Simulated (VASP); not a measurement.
# Mg (P6_3/mmc) in VASP: further runs

Mg is run at these levels: r2SCAN; tasks: relaxation of shape and atoms at fixed volume.

Everything below comes from runs of VASP 6.6.1. Logs are shortened: lines on timing, memory, paths and dates and some standing lists are left out, and cuts for length are marked.

## (1) The cell of the first run

The structure is hexagonal, space group P6_3/mmc (No. 194). Conventional cell: a = 3.186 Å, b = 3.186 Å, c = 5.137 Å, α = 90.00°, β = 90.00°, γ = 120.00°. Mg (site symmetry -6m2) has 12 Mg at 3.16 to 3.19 Å within 4.2 Å.

## (2) Relaxation of shape and atoms at fixed volume, r2SCAN (22.58 Å³/atom)

POSCAR reads:

```
Mg
1.0
    3.1858925526      0.0000000000      0.0000000000
   -1.5929462763      2.7590638843      0.0000000000
    0.0000000000      0.0000000000      5.1366225326
Mg
2
Direct
    0.3333333333      0.6666666667      0.2500000000
    0.6666666667      0.3333333333      0.7500000000
```

INCAR.step1 reads:

```
SYSTEM = Mg
  ALGO = Normal
  EDIFF = 1E-4
  ENCUT = 600
  GGA = PE
  ISMEAR = 0
  LASPH = .True.
  LCHARG = .False.
  LREAL = .False.
  LWAVE = .True.
  NELM = 100
  PREC = Accurate
  SIGMA = 0.05
```

INCAR.step2 reads:

```
SYSTEM = Mg
  ALGO = Normal
  EDIFF = 1E-6
  EDIFFG = -0.01
  ENCUT = 600
  IBRION = 2
  ISIF = 4
  ISMEAR = 0
  ISTART = 1
  LASPH = .True.
  LCHARG = .False.
  LMIXTAU = .True.
  LREAL = .False.
  LWAVE = .False.
  METAGGA = R2SCAN
  NELM = 100
  NSW = 60
  PREC = Accurate
  SIGMA = 0.05
```

KPOINTS reads:

```
k-points
0
Gamma
  16 16 10
  0 0 0
```

Potentials or basis: VASP PAW PBE potentials, release 64 (Mg).

Launch:

```sh
$ cat potpaw_PBE.64/Mg/POTCAR > POTCAR
$ cp INCAR.step1 INCAR
$ mpirun -np 1 vasp_std > vasp.out
$ cp INCAR.step2 INCAR
$ mpirun -np 1 vasp_std > vasp.out
```

OUTCAR:

```text
SYSTEM = Mg
   EDIFF = 1E-6
   EDIFFG = -0.01
   ENCUT = 600
   IBRION = 2
   ISIF = 4
   ISMEAR = 0
   ISTART = 1
   LASPH = .True.
   LREAL = .False.
   METAGGA = R2SCAN
   NELM = 100
   NSW = 60
   PREC = Accurate

 ion  position               nearest neighbor table
   1  0.333  0.667  0.250-   2 3.16   2 3.16   2 3.16   2 3.16   2 3.16   2 3.16
   2  0.667  0.333  0.750-   1 3.16   1 3.16   1 3.16   1 3.16   1 3.16   1 3.16

  LATTYP: Found a hexagonal cell.
 ALAT       =     3.1858925526
 C/A-ratio  =     1.6123025017

  Lattice vectors:

 A1 = (   3.1858925526,   0.0000000000,   0.0000000000)
 A2 = (  -1.5929462763,   2.7590638843,   0.0000000000)
 A3 = (   0.0000000000,   0.0000000000,   5.1366225326)

Analysis of symmetry for initial positions (statically):
=====================================================================
 Subroutine PRICEL returns:
 Original cell was already a primitive cell.

 Routine SETGRP: Setting up the symmetry group for a
 hexagonal supercell.

 Subroutine GETGRP returns: Found 24 space group operations
 (whereof 12 operations were pure point group operations)
 out of a pool of 24 trial point group operations.

The static configuration has the point symmetry D_3d.
 The point group associated with its full space group is D_6h.

Analysis of symmetry for dynamics (positions and initial velocities):
=====================================================================
 Subroutine PRICEL returns:
 Original cell was already a primitive cell.

 Routine SETGRP: Setting up the symmetry group for a
 hexagonal supercell.

 Subroutine GETGRP returns: Found 24 space group operations
 (whereof 12 operations were pure point group operations)
 out of a pool of 24 trial point group operations.

The dynamic configuration has the point symmetry D_3d.
 The point group associated with its full space group is D_6h.

 Subroutine INISYM returns: Found 24 space group operations
 (whereof 12 operations are pure point group operations),
 and found     1 'primitive' translations

----------------------------------------------------------------------------------------

                                     Primitive cell

  volume of cell :      45.1513

  direct lattice vectors                    reciprocal lattice vectors
     3.185892553  0.000000000  0.000000000     0.313883781  0.181220885  0.000000000
    -1.592946276  2.759063884  0.000000000     0.000000000  0.362441771  0.000000000
     0.000000000  0.000000000  5.136622533     0.000000000  0.000000000  0.194680453

[... 88 lines left out ...]
   NFREE  =      1    steps in history (QN), initial steepest desc. (CG)
   ISIF   =      4    stress and relaxation
   ISYM   =      2    0-nonsym 1-usesym 2-fastsym
   POTIM  = 0.5000    time-step for ionic-motion
   TEBEG  =    0.0;   TEEND  =   0.0 temperature during run
   PSTRESS=    0.0 pullay stress
   NELECT =       4.0000    total number of electrons
   NUPDOWN=      -1.0000    fix difference up-down
   EMIN   =  10.00;   EMAX   =-10.00  energy-range for DOS
   EFERMI =   0.00;   METHOD = LEGACY
   ISMEAR =     0;   SIGMA  =   0.05  broadening in eV -4-tet -1-fermi 0-gaus
   EFERMI_NEDOS =   21; number of points for ismear=-14 and -15
   IALGO  =     38    algorithm
   IMIX   =      4    mixing-type and parameters
     AMIX     =   0.40;   BMIX     =  1.00
     AMIX_MAG =   1.60;   BMIX_MAG =  1.00
  volume/ion in A,a.u.               =      22.58       152.35
  Fermi-wavevector in a.u.,A,eV,Ry     =   0.729801  1.379125  7.246599  0.532610
  Thomas-Fermi vector in A             =   1.821613
   LORBIT       =      0    0 simple, 1 ext, 2 COOP (PROOUT), +10 PAW based schemes
   METAGGA = R2SCAN    functional components
   LHFCALC =     F    Hartree Fock is set to
   AEXX    =    0.0000 exact exchange contribution
   IVDW    =     0    specifies the selected vdW correction
   LEPSILON=     F    determine dielectric tensor
   LRPA    =     F    only Hartree local field effects (RPA)
 conjugate gradient relaxation of ions
 non-spin polarized calculation
 Gauss-broadening in eV      SIGMA  =   0.05
  energy-cutoff  :      600.00
  volume of cell :       45.15
 maximum number of plane-waves:      1534
 NGX is ok and might be reduce to    28
   NGX = 13   NGY = 13   NGZ = 21

 number of electron       4.0000000 magnetization

 Free energy of the ion-electron system (eV)
  ---------------------------------------------------
  ext. energy  EPLUGINS =         0.00000000
  ---------------------------------------------------
  free energy    TOTEN  =        -8.29002310 eV

  energy without entropy =       -8.28910886  energy(sigma->0) =       -8.28956598

 E-fermi :   2.7576     XC(G=0):  -9.0935

 val. band max:        2.7427762782   @ k =   0.3125  -0.0000   0.0000
 cond. band min:       2.7998695225   @ k =   0.1250  -0.0000   0.1000
 fundamental gap:      0.0570932443
 Fermi energy:         2.7576263977

 k-point     1 :       0.0000    0.0000    0.0000
  band No.  band energies     occupation
      1      -4.7294      2.00000
      2       0.8396      2.00000
      3       1.6068      2.00000
      4      14.4580      0.00000
      5      14.4581      0.00000
      6      14.6330      0.00000
[... 199 lines left out ...]
 k-point    24 :       0.2500    0.1875    0.0000
  band No.  band energies     occupation
      1      -1.7251      2.00000
      2       3.6581      0.00000
      3       3.8022      0.00000
      4       4.9655      0.00000
      5       6.3494      0.00000
      6       9.7476      0.00000

 [... further k-points ...]

------------------------ aborting loop because EDIFF is reached ----------------------------------------

  FORCE on cell =-STRESS in cart. coord.  units (eV):
  Direction    XX          YY          ZZ          XY          YZ          ZX
  --------------------------------------------------------------------------------------
  -------------------------------------------------------------------------------------
  Total       -0.0655919     -0.0655919     -0.0820972      0.0000000      0.0000000      0.0000000
  in kB       -2.3275035     -2.3275035     -2.9131874      0.0000000      0.0000000      0.0000000
  external PRESSURE =      -2.5227314 kB  Pullay stress =       0.0000000 kB

 VOLUME and BASIS-vectors are now :
 -----------------------------------------------------------------------------
  energy-cutoff  :      600.00
  volume of cell :       45.15
      direct lattice vectors                 reciprocal lattice vectors
     3.185892553  0.000000000  0.000000000     0.313883781  0.181220885  0.000000000
    -1.592946276  2.759063884  0.000000000     0.000000000  0.362441771  0.000000000
     0.000000000  0.000000000  5.136622533     0.000000000  0.000000000  0.194680453

 POSITION                                       TOTAL-FORCE (eV/Angst)
 -----------------------------------------------------------------------------------
     -0.00000      1.83938      1.28416        -0.000000      0.000000      0.000000
      1.59295      0.91969      3.85247         0.000000      0.000000      0.000000
 -----------------------------------------------------------------------------------
    total drift:                               -0.000000      0.000000     -0.000000

  FREE ENERGIE OF THE ION-ELECTRON SYSTEM (eV)
  ---------------------------------------------------
  free  energy   TOTEN  =        -8.2900231028 eV

  energy  without entropy=       -8.2891088550  energy(sigma->0) =       -8.28956598

 reached required accuracy - stopping structural energy minimisation
```

OUTCAR.step1:

```text
SYSTEM = Mg
   EDIFF = 1E-4
   ENCUT = 600
   GGA = PE
   ISMEAR = 0
   LASPH = .True.
   LREAL = .False.
[... 440 lines left out ...]
     -0.00000      1.83938      1.28416         0.000000     -0.000000      0.000000
      1.59295      0.91969      3.85247        -0.000000      0.000000      0.000000
 -----------------------------------------------------------------------------------
    total drift:                               -0.000000      0.000000     -0.000000

  FREE ENERGIE OF THE ION-ELECTRON SYSTEM (eV)
  ---------------------------------------------------
  free  energy   TOTEN  =        -3.0061231124 eV

  energy  without entropy=       -3.0051349528  energy(sigma->0) =       -3.00562903
```

OSZICAR.step1:

```text
N       E                     dE             d eps       ncg     rms          rms(c)
DAV:   1     0.282949701895E+00    0.28295E+00   -0.14664E+03  2166   0.541E+02
DAV:   2    -0.299599630638E+01   -0.32789E+01   -0.31324E+01  2916   0.314E+01
DAV:   3    -0.301971867968E+01   -0.23722E-01   -0.23509E-01  3018   0.341E+00
DAV:   4    -0.301978927888E+01   -0.70599E-04   -0.70598E-04  3018   0.159E-01
DAV:   5    -0.301978960355E+01   -0.32467E-06   -0.32461E-06  2958   0.830E-03    0.959E-01
DAV:   6    -0.301357508269E+01    0.62145E-02   -0.57505E-04  2652   0.288E-01    0.614E-01
DAV:   7    -0.300611175415E+01    0.74633E-02   -0.22264E-03  2406   0.498E-01    0.337E-02
DAV:   8    -0.300612311242E+01   -0.11358E-04   -0.12529E-05  1830   0.331E-02
   1 F= -.30061231E+01 E0= -.30056290E+01  d E =-.988160E-03
```

Run time: 83 s. Hardware: 1 thread of Intel Xeon Platinum 8559C (Emerald Rapids), shared host; peak memory 0.23 GiB.

Results:

- Free energy: -8.2900 eV
- Pressure after relaxing: -0.3 GPa
- Band gap on the k mesh: zero (bands 2 and 3 overlap by 2.15 eV)

Final structure:
```yaml
crystal:
  lattice:
    - [3.18589, 0.00000, 0.00000]
    - [-1.59295, 2.75906, 0.00000]
    - [0.00000, 0.00000, 5.13662]
  atoms:
    - { symbol: Mg, position: [0.33333, 0.66667, 0.25000] }
    - { symbol: Mg, position: [0.66667, 0.33333, 0.75000] }
```

Levels at points of the mesh, in eV from the Fermi level:
| k point | band 1 | band 2 | band 3 | band 4 | band 5 | band 6 |
| --- | --- | --- | --- | --- | --- | --- |
| (0.00, 0.00, 0.00) | -7.49 | -1.92 | -1.15 | 11.70 | 11.70 | 11.88 |
| (0.50, 0.00, 0.00) | -2.44 | -2.27 | 2.83 | 3.11 | 3.65 | 4.07 |
| (0.00, 0.00, 0.50) | -5.98 | -5.98 | 5.53 | 5.53 | 12.47 | 12.47 |
| (0.50, 0.00, 0.50) | -1.30 | -1.30 | -0.42 | -0.42 | 8.57 | 8.57 |

Caveat: the PAW data sets were made with another functional, which shifts forces and pressure a little.

## (3) Relaxation of shape and atoms at fixed volume, r2SCAN (22.88 Å³/atom)

This run uses another cell than the first one, of 22.88 Å³/atom.

POSCAR reads:

```
Mg
1.0
    3.1912998332      0.0000000000      0.0000000000
   -1.5956499166      2.7637467266      0.0000000000
    0.0000000000      0.0000000000      5.1876244826
Mg
2
Direct
    0.3333333333      0.6666666667      0.2500000000
    0.6666666667      0.3333333333      0.7500000000
```

INCAR.step1 reads:

```
SYSTEM = Mg
PREC = Accurate ; ENCUT = 600
ISMEAR = 0 ; SIGMA = 0.05
LREAL = .FALSE. ; LASPH = .TRUE.
NELM = 60 ; GGA = PE
ALGO = Normal ; EDIFF = 1E-4
LWAVE = .TRUE. ; LCHARG = .FALSE.
```

INCAR.step2 reads:

```
SYSTEM = Mg
PREC = Accurate ; ENCUT = 600
EDIFF = 1E-7 ; ISMEAR = 0
SIGMA = 0.05 ; LREAL = .FALSE.
LASPH = .TRUE. ; NELM = 60
ALGO = Normal ; ISIF = 4
LWAVE = .FALSE. ; LCHARG = .FALSE.
METAGGA = R2SCAN ; LMIXTAU = .TRUE.
IBRION = 2 ; NSW = 60
EDIFFG = -0.01 ; ISTART = 1
```

KPOINTS reads:

```
regular mesh
0
G
  16 16 10
  0 0 0
```

Potentials or basis: VASP PAW PBE potentials, release 64 (Mg).

Launch:

```sh
$ cat potpaw_PBE.64/Mg/POTCAR > POTCAR
$ cp INCAR.step1 INCAR
$ mpirun -np 1 vasp_std > vasp.out
$ cp INCAR.step2 INCAR
$ mpirun -np 1 vasp_std > vasp.out
```

Wall time 3.3 min (1 thread of Intel Xeon Platinum 8559C (Emerald Rapids), shared host); peak memory 0.23 GiB.

The run converged. Its results:

```
Free energy               : -8.2881 eV
Energy gained by relaxing : 0.1 meV/atom
Ionic steps               : 3
Pressure after relaxing   : -0.8 GPa
Band gap on the k mesh    : zero (bands 2 and 3 overlap by 2.17 eV)
```

Stress tensor (GPa, compression positive):
```
-0.73  0.00  0.00
 0.00 -0.73  0.00
 0.00  0.00 -0.82
```

The path:
```csv
step,energy change (eV),largest force (eV/Å),pressure (GPa),volume (Å³)
1,0.0000,0.0000,-0.75,45.75
2,-0.0001,0.0000,-0.76,45.75
3,-0.0002,0.0000,-0.76,45.75
```

Final structure:
```
CELL_PARAMETERS angstrom
3.19794 0.00000 0.00000
-1.59897 2.76950 0.00000
0.00000 0.00000 5.16609
ATOMIC_POSITIONS crystal
Mg 0.33333 0.66667 0.25000
Mg 0.66667 0.33333 0.75000
```

Levels at points of the mesh, in eV from the Fermi level:
```tsv
k point	band 1	band 2	band 3	band 4	band 5
(0.00, 0.00, 0.00)	-7.43	-1.91	-1.17	11.65	11.65
(0.50, 0.00, 0.00)	-2.41	-2.25	2.81	3.11	3.60
(0.00, 0.00, 0.50)	-5.93	-5.93	5.46	5.46	12.41
(0.50, 0.00, 0.50)	-1.28	-1.28	-0.42	-0.42	8.52
```

Caveat: the PAW data sets were made with another functional, which shifts forces and pressure a little.

The gap in the log of VASP goes by the Fermi energy; the results here count the filled bands.